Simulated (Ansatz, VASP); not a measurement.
## Ti3Si: VASP beside Ansatz

```
CELL_PARAMETERS angstrom
5.58381 0.00000 0.00000
-2.79190 4.83572 0.00000
0.00000 0.00000 4.13772
ATOMIC_POSITIONS crystal
Ti 0.34318 0.17159 0.75000
Ti 0.82841 0.17159 0.75000
Ti 0.82841 0.65682 0.75000
Ti 0.65682 0.82841 0.25000
Ti 0.17159 0.82841 0.25000
Ti 0.17159 0.34318 0.25000
Si 0.33333 0.66667 0.75000
Si 0.66667 0.33333 0.25000
```

Change from the starting cell: strain -0.0750 x Voigt [0, 0, 1, 0, 0, 0], atoms carried along.

Alike in both runs: task single point; functional PBEsol; k mesh 12 × 12 × 10; occupations gaussian, width 0.15 eV; no spin polarisation.

|  | VASP | Ansatz |
| --- | --- | --- |
| version | VASP 6.6.1 | Ansatz 0.2.0 |
| potentials or method | VASP PAW PBE potentials, release 64 (Ti_sv, Si), cutoff 520 eV | scalar-relativistic, plane waves, PAW |
| valence electrons in the cell | 80 | 80 |

Ansatz gave:

| Property | Result |
| --- | --- |
| gap on the k mesh at the Fermi level (eV) | none |
| pressure (GPa) | 14.2 |
| traceless stress, the component that is largest in VASP (GPa) | 10.30 |
| rms of the force components (eV/Å) | 0.009 |

Q: Which values does VASP return?

A: gap on the k mesh at the Fermi level (eV): none; pressure (GPa): 14.0; traceless stress, the component that is largest in VASP (GPa): 10.28; rms of the force components (eV/Å): 0.001.

VASP's potentials were made for PBE, not for PBEsol. Atom by atom the forces differ by 0.008 eV/Å (rms over components). A gap of «none» marks a metal or a gap that the smearing closes.
